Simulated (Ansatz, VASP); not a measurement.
# Two plane-wave programs on Li4ZrN2

```
CELL_PARAMETERS angstrom
3.30863 0.00000 0.00000
-1.65431 2.86536 0.00000
0.00000 0.00000 9.04345
ATOMIC_POSITIONS crystal
Li 0.66667 0.33333 0.21974
Li 0.33333 0.66667 0.38708
Li 0.33333 0.66667 0.78026
Li 0.66667 0.33333 0.61292
Zr 0.00000 0.00000 0.00000
N 0.33333 0.66667 0.13758
N 0.66667 0.33333 0.86242
```

Alike in both runs: functional PBE; k mesh 12 × 12 × 4; occupations gaussian, width 0.1 eV; no spin polarisation.

Ansatz relaxed the structure, and its values are those at the end. VASP's run is a single point on that final structure, the one shown.

|  | VASP | Ansatz |
| --- | --- | --- |
| version | VASP 6.6.1 | Ansatz 0.2.0 |
| potentials or method | VASP PAW PBE potentials, release 64 (Li_sv, Zr_sv, N), cutoff 520 eV | scalar-relativistic, plane waves, PAW |
| valence electrons in the cell | 34 | 34 |

```tsv
	VASP	Ansatz	Ansatz less VASP
gap on the k mesh at the Fermi level (eV)	none	none	-
rms of the force components (eV/Å)	0.005	0.000	-0.0049
```

A gap of «none» marks a metal or a gap that the smearing closes.

Noted on VASP's run: the cutoff is short for stress, so the pressure is rough.
